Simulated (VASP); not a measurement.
# Cd3InO (Pm-3m) in VASP: further runs

Cd3InO is run at these levels: PBE; tasks: single point, relaxation of cell and atoms.

Program: VASP 6.6.1. These are calculated values, not measurements. Logs are shortened: lines on timing, memory, paths and dates and some standing lists are left out, and cuts for length are marked.

**1. The cell of the first run**

Symmetry: Pm-3m, No. 221, cubic system. Conventional cell: a = 4.636 Å, b = 4.636 Å, c = 4.636 Å, α = 90.00°, β = 90.00°, γ = 90.00°. Cd (site symmetry 4/mmm) has 2 In at 2.32 Å within 3.1 Å. Within 3.1 Å of In (site symmetry m-3m) lie 6 Cd at 2.32 Å. Within 4.3 Å of O (site symmetry m-3m) lie 12 Cd at 3.28 Å and 8 In at 4.01 Å.

The cell was built from a structure type or drawn by symmetry, and may not be a known phase.

**2. Single point, PBE, collinear spin, ferromagnetic start**

The input, INCAR:

```
SYSTEM = Cd3InO
PREC = Accurate ; ENCUT = 520
EDIFF = 1E-6 ; ISMEAR = 0
SIGMA = 0.1 ; LREAL = .FALSE.
LASPH = .TRUE. ; NELM = 150
ALGO = Normal ; ISIF = 2
LWAVE = .FALSE. ; LCHARG = .FALSE.
ISPIN = 2 ; MAGMOM = 0 0 0 0 1
LORBIT = 11 ; GGA = PE
NBANDS = 40
```

The input, KPOINTS:

```
regular mesh
0
G
  4 4 4
  0 0 0
```

The input, POSCAR:

```
Cd3InO
1.0
    4.6357090500      0.0000000000      0.0000000000
    0.0000000000      4.6357090500      0.0000000000
    0.0000000000      0.0000000000      4.6357090500
Cd In O
3 1 1
Direct
    0.0000000000      0.0000000000      0.5000000000
    0.5000000000      0.0000000000      0.0000000000
    0.0000000000      0.5000000000      0.0000000000
    0.0000000000      0.0000000000      0.0000000000
    0.5000000000      0.5000000000      0.5000000000
```

Potentials or basis: VASP PAW PBE potentials, release 64 (Cd, In_d, O).

Command:

```console
$ cat potpaw_PBE.64/Cd/POTCAR potpaw_PBE.64/In_d/POTCAR potpaw_PBE.64/O/POTCAR > POTCAR
$ mpirun -np 1 vasp_std > vasp.out
```

OUTCAR:

```text
SYSTEM = Cd3InO
   PREC = Accurate
   ENCUT = 520
   EDIFF = 1E-6
   ISMEAR = 0
   LREAL = .FALSE.
   LASPH = .TRUE.
   NELM = 150
   ISIF = 2
   ISPIN = 2
   LORBIT = 11
   GGA = PE

 ion  position               nearest neighbor table
   1  0.000  0.000  0.500-   4 2.32   4 2.32   2 3.28   2 3.28   3 3.28   3 3.28   3 3.28   3 3.28
                             2 3.28   2 3.28
   2  0.500  0.000  0.000-   4 2.32   4 2.32   1 3.28   1 3.28   3 3.28   1 3.28   3 3.28   3 3.28
                             1 3.28   3 3.28
   3  0.000  0.500  0.000-   4 2.32   4 2.32   1 3.28   1 3.28   1 3.28   2 3.28   2 3.28   1 3.28
                             2 3.28   2 3.28
   4  0.000  0.000  0.000-   1 2.32   2 2.32   3 2.32   1 2.32   3 2.32   2 2.32
   5  0.500  0.500  0.500-

  LATTYP: Found a simple cubic cell.
 ALAT       =     4.6357090500

  Lattice vectors:

 A1 = (   4.6357090500,   0.0000000000,   0.0000000000)
 A2 = (   0.0000000000,   4.6357090500,   0.0000000000)
 A3 = (   0.0000000000,   0.0000000000,   4.6357090500)

Analysis of symmetry for initial positions (statically):
=====================================================================
 Subroutine PRICEL returns:
 Original cell was already a primitive cell.

 Routine SETGRP: Setting up the symmetry group for a
 simple cubic supercell.

 Subroutine GETGRP returns: Found 48 space group operations
 (whereof 48 operations were pure point group operations)
 out of a pool of 48 trial point group operations.

The static configuration has the point symmetry O_h .

Analysis of symmetry for dynamics (positions and initial velocities):
=====================================================================
 Subroutine PRICEL returns:
 Original cell was already a primitive cell.

 Routine SETGRP: Setting up the symmetry group for a
 simple cubic supercell.

 Subroutine GETGRP returns: Found 48 space group operations
 (whereof 48 operations were pure point group operations)
 out of a pool of 48 trial point group operations.

The dynamic configuration has the point symmetry O_h .

Analysis of structural, dynamic, and magnetic symmetry:
=====================================================================
 Subroutine PRICEL returns:
 Original cell was already a primitive cell.

 Routine SETGRP: Setting up the symmetry group for a
 simple cubic supercell.

 Subroutine GETGRP returns: Found 48 space group operations
 (whereof 48 operations were pure point group operations)
 out of a pool of 48 trial point group operations.

[... 124 lines left out ...]
  energy-cutoff  :      520.00
  volume of cell :       99.62
 maximum number of plane-waves:      2730
 NGX is ok and might be reduce to    36
   NGX = 17   NGY = 17   NGZ = 17

 number of electron      55.0000000 magnetization       1.0000000

 number of electron      54.9999970 magnetization      -0.8991230

 Free energy of the ion-electron system (eV)
  ---------------------------------------------------
  ext. energy  EPLUGINS =         0.00000000
  ---------------------------------------------------
  free energy    TOTEN  =        -2.06188450 eV

  energy without entropy =       -2.03692615  energy(sigma->0) =       -2.04940533

 E-fermi :   3.2784     XC(G=0): -10.4818

 val. band max:        3.2189057792   @ k =   0.5000   0.2500   0.0000
 cond. band min:       3.2943926456   @ k =   0.5000   0.2500   0.0000
 fundamental gap:      0.0754868664
 Fermi energy:         3.2784274245

 spin component 1

 k-point     1 :       0.0000    0.0000    0.0000
  band No.  band energies     occupation
      1     -13.2788      1.00000
      2     -13.2788      1.00000
      3     -12.5537      1.00000
      4     -12.5537      1.00000
      5     -12.5537      1.00000
      6     -11.6373      1.00000
[... 409 lines left out ...]
     38      15.4909      0.00000
     39      15.4909      0.00000
 Fermi energy:         3.2784274245

 spin component 2

 k-point     1 :       0.0000    0.0000    0.0000
  band No.  band energies     occupation
      1     -13.3076      1.00000
      2     -13.3076      1.00000
      3     -12.7938      1.00000
      4     -12.5780      1.00000
      5     -12.5780      1.00000
      6     -12.5780      1.00000
[... 409 lines left out ...]
     38      15.5189      0.00000
     39      15.5189      0.00000
 [bands above 39 left out]

------------------------ aborting loop because EDIFF is reached ----------------------------------------

  FORCE on cell =-STRESS in cart. coord.  units (eV):
  Direction    XX          YY          ZZ          XY          YZ          ZX
  --------------------------------------------------------------------------------------
  -------------------------------------------------------------------------------------
  Total       23.9054837     23.9054837     23.9054837     -0.0000000      0.0000000      0.0000000
  in kB      384.4674757    384.4674757    384.4674757     -0.0000000      0.0000000      0.0000000
  external PRESSURE =     384.4674757 kB  Pullay stress =       0.0000000 kB

 VOLUME and BASIS-vectors are now :
 -----------------------------------------------------------------------------
  energy-cutoff  :      520.00
  volume of cell :       99.62
      direct lattice vectors                 reciprocal lattice vectors
     4.635709050  0.000000000  0.000000000     0.215716731  0.000000000  0.000000000
     0.000000000  4.635709050  0.000000000     0.000000000  0.215716731  0.000000000
     0.000000000  0.000000000  4.635709050     0.000000000  0.000000000  0.215716731

 POSITION                                       TOTAL-FORCE (eV/Angst)
 -----------------------------------------------------------------------------------
      0.00000      0.00000      2.31785         0.000000      0.000000      0.000000
      2.31785      0.00000      0.00000         0.000000      0.000000      0.000000
      0.00000      2.31785      0.00000         0.000000      0.000000      0.000000
      0.00000      0.00000      0.00000         0.000000      0.000000      0.000000
      2.31785      2.31785      2.31785         0.000000      0.000000      0.000000
 -----------------------------------------------------------------------------------
    total drift:                                0.000000      0.000000     -0.000000

  FREE ENERGIE OF THE ION-ELECTRON SYSTEM (eV)
  ---------------------------------------------------
  free  energy   TOTEN  =        -2.0618845041 eV

  energy  without entropy=       -2.0369261519  energy(sigma->0) =       -2.04940533

 total charge

# of ion       s       p       d       tot
------------------------------------------
    1        0.611   0.380   9.545  10.536
    2        0.611   0.380   9.545  10.536
    3        0.611   0.380   9.545  10.536
    4        1.022   1.579   9.923  12.524
    5        1.594   3.136   0.000   4.730
--------------------------------------------------
tot          4.450   5.856  38.558  48.863

 magnetization (x)

# of ion       s       p       d       tot
------------------------------------------
    1       -0.010  -0.010  -0.005  -0.025
    2       -0.010  -0.010  -0.005  -0.025
    3       -0.010  -0.010  -0.005  -0.025
    4       -0.002  -0.105   0.003  -0.103
    5       -0.007  -0.605   0.000  -0.612
--------------------------------------------------
tot         -0.039  -0.741  -0.010  -0.791
```

stdout:

```text
POSCAR found type information on POSCAR CdInO
 POSCAR found :  3 types and       5 ions
 scaLAPACK will be used
 LDA part: xc-table for (Slater+PW92), standard interpolation
 POSCAR, INCAR and KPOINTS ok, starting setup
 FFT: planning ... GRIDC
 FFT: planning ... GRID_SOFT
 FFT: planning ... GRID
 WAVECAR not read
 entering main loop
```

Wall time 48 s (1 thread of Intel Xeon 6975P-C (Granite Rapids), shared host); peak memory 0.26 GiB.

What came out:

* Free energy: -2.0619 eV
* Pressure: 38.4 GPa
* Net moment: -0.90 μB per cell
* Site moments: Cd -0.03; In -0.10; O -0.61 μB
* Valence electrons inside the program's atomic spheres: Cd 10.54; In 12.52; O 4.73

Caveat: the cell stands under pressure; spin-orbit coupling is left out, which moves the levels of the heavy elements.

**3. Single point, PBE, collinear spin, ferromagnetic start**

This run uses another cell than the first one, of 32.50 Å³/atom.

The input, INCAR:

```
SYSTEM = Cd3InO
PREC     = Accurate       ! precision mode
ENCUT    = 520            ! plane-wave cutoff, eV
EDIFF    = 1E-6           ! SCF threshold, eV
ISMEAR   = 0              ! smearing method
SIGMA    = 0.1            ! smearing width, eV
LREAL    = .False.        ! projectors in reciprocal space
LASPH    = .True.         ! aspherical terms in the spheres
NELM     = 150            ! most SCF steps
ALGO     = Normal         ! electronic algorithm
ISIF     = 2              ! what is computed and relaxed
LWAVE    = .False.        ! write WAVECAR
LCHARG   = .False.        ! write CHGCAR
ISPIN    = 2              ! spin polarisation
MAGMOM   = 0 0 0 0 1      ! initial moments
LORBIT   = 11             ! projections on sites
GGA      = PE             ! functional
NBANDS   = 40             ! bands
```

The input, KPOINTS:

```
Automatic mesh
0
Gamma
  4 4 4
  0 0 0
```

Edit POSCAR of step 2 so:

```diff
@@ -2,5 +2,5 @@
 1.0
-    4.6357090500      0.0000000000      0.0000000000
-    0.0000000000      4.6357090500      0.0000000000
-    0.0000000000      0.0000000000      4.6357090500
+    5.4570311017      0.0000000000      0.0000000000
+    0.0000000000      5.4570311017      0.0000000000
+    0.0000000000      0.0000000000      5.4570311017
 Cd In O
```

Potentials or basis: VASP PAW PBE potentials, release 64 (Cd, In_d, O).

Command:

```console
$ cat potpaw_PBE.64/Cd/POTCAR potpaw_PBE.64/In_d/POTCAR potpaw_PBE.64/O/POTCAR > POTCAR
$ mpirun -np 1 vasp_std > vasp.out
```

It took 1.9 min on 1 thread of Intel Xeon 6975P-C (Granite Rapids), shared host; peak memory 0.36 GiB.

Results (log left out):

```yaml
Free_energy: -6.2029 eV
Pressure: -0.2 GPa
Net_moment: 0.00 μB per cell
Valence_electrons_inside_the_program's_atomic_spheres: Cd 10.27; In 11.60; O 4.69
```

Levels at points of the mesh, in eV from the Fermi level:
Spin up:
```
           k point  band 24  band 25  band 26  band 27  band 28  band 29  band 30  band 31  band 32  band 33
(0.00, 0.00, 0.00)    -0.97    -0.97    -0.19    -0.19     0.11     0.11     0.11     2.07     5.43     5.43
(0.50, 0.00, 0.00)    -0.32    -0.27    -0.27    -0.20    -0.20    -0.01     1.71     4.03     4.03     4.05
(0.50, 0.50, 0.00)    -3.10    -0.13    -0.03    -0.03     0.25     0.76     1.27     3.90     3.90     4.68
(0.50, 0.50, 0.50)    -2.65    -2.65    -0.56    -0.56    -0.56     2.10     2.10     2.10     6.69     7.00
```
Spin down:
```tsv
k point	band 26	band 27	band 28	band 29	band 30	band 31
(0.00, 0.00, 0.00)	-0.19	-0.19	0.11	0.11	0.11	2.07
(0.50, 0.00, 0.00)	-0.27	-0.20	-0.20	-0.01	1.71	4.03
(0.50, 0.50, 0.00)	-0.03	-0.03	0.25	0.76	1.27	3.90
(0.50, 0.50, 0.50)	-0.56	-0.56	-0.56	2.10	2.10	2.10
```

Caveat: spin-orbit coupling is left out, which moves the levels of the heavy elements.

[end of part 1 of 2]
